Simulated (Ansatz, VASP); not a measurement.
**K in VASP and in Ansatz**

```
K
1.0
     0.00000    4.05316    4.05316
     4.05316    0.00000    4.05316
     4.05316    4.05316    0.00000
K
2
Direct
  0.87500 0.87500 0.87500
  0.12500 0.12500 0.12500
```

Change from the starting cell: volume scaled by 0.6, LAPW.

Alike in both runs: task single point; functional PBE; k mesh 8 × 8 × 8; occupations fermi-dirac, width 0.1 eV; no spin polarisation.

|  | VASP | Ansatz |
| --- | --- | --- |
| version | VASP 6.6.1 | Ansatz 0.2.0 |
| potentials or method | VASP PAW PBE potentials, release 64 (K_sv), cutoff 520 eV | all-electron LAPW, scalar-relativistic |

|  | VASP | Ansatz | Ansatz less VASP |
| --- | --- | --- | --- |
| pressure (GPa) | 1.4 | 1.4 | +0.01 |

Ansatz ran all-electron here, and VASP with PAW potentials.
